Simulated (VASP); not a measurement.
Set up this calculation in VASP 6.6.1, as the native input.

| Item | Value |
| --- | --- |
| Task | single point |
| Functional | PBE |
| Potentials or basis | VASP PAW PBE potentials, release 64 (Hf_pv, C) |
| Cutoff | 600 eV |
| k mesh | 10 × 10 × 10 |
| Occupations | methfessel-paxton, width 0.1 eV |
| Spin | no spin polarisation |
| Dipole correction | no |
| Further INCAR settings | ALGO = Normal; EDIFF = 1e-06; NBANDS = 14 |

The structure of HfC lies in POSCAR:

```
HfC
1.0
    3.2880470000      0.0000000000      0.0000000000
    1.6440235000      2.8475322308      0.0000000000
    1.6440235000      0.9491774103      2.6846791334
Hf C
1 1
Direct
    0.5000000000      0.5000000000      0.5000000000
    0.0000000000      0.0000000000      0.0000000000
```

The input as run:

INCAR

```
ALGO = Normal
EDIFF = 1E-6
ENCUT = 600
GGA = PE
GGA_COMPAT = False
ISIF = 2
ISMEAR = 1
LASPH = True
LCHARG = False
LREAL = False
LWAVE = False
NBANDS = 14
NELM = 120
PREC = Accurate
SIGMA = 0.1
```

KPOINTS

```
k-points
0
Gamma
  10 10 10
```

Potentials or basis: VASP PAW PBE potentials, release 64 (Hf_pv, C).

Launch:

```sh
$ cat potpaw_PBE.64/Hf_pv/POTCAR potpaw_PBE.64/C/POTCAR > POTCAR
$ mpirun -np 1 vasp_std > vasp.out
```

It gave:

```
Pressure               : -0.5 GPa
Band gap on the k mesh : zero (band 7 reaches 6.95 eV, above the bottom of band 8 at 5.55 eV)
```

Caveat: spin-orbit coupling is left out, which moves the levels of the heavy elements.

Run time: 12 s on 1 thread of Intel(R) Xeon(R) 6975P-C (Granite Rapids), with other jobs on the host, peak memory 0.16 GiB.
